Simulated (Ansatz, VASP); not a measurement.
# Ge2F: VASP beside Ansatz

```
Ge F
1.0
     3.27806    0.00000    0.00000
     0.00000    3.27806    0.00000
     0.00000    0.00000    9.45322
Ge F
4 2
Direct
  0.00000 0.50000 0.12500
  0.00000 0.50000 0.62500
  0.50000 0.00000 0.37500
  0.50000 0.00000 0.87500
  0.00000 0.00000 0.00000
  0.50000 0.50000 0.50000
```

Change from the starting cell: species swapped into the ZnCl2 type (P4_2/nmc, No. 137).

Alike in both runs: task relaxation of cell and atoms; functional PBE; k mesh 6 × 6 × 2; occupations gaussian, width 0.1 eV; no spin polarisation.

|  | VASP | Ansatz |
| --- | --- | --- |
| version | VASP 6.6.1 | Ansatz 0.2.0 |
| potentials or method | VASP PAW PBE potentials, release 64 (Ge_d, F), cutoff 600 eV | scalar-relativistic, plane waves, PAW |
| valence electrons in the cell | 70 | 70 |

Ansatz gave:

```
gap on the k mesh at the Fermi level, each at its own relaxed structure (eV) : none
relaxed volume (Å³/atom)                                                     : 18.68
relaxed cell length with the largest relative difference (Å)                 : 9.617
```

Task: Which values does VASP return?

Result: gap on the k mesh at the Fermi level, each at its own relaxed structure (eV): none; relaxed volume (Å³/atom): 18.05; relaxed cell length with the largest relative difference (Å): 10.726.

A gap of «none» marks a metal or a gap that the smearing closes. One of these differences is far larger than is usual between the two programs; its cause wasn't traced.
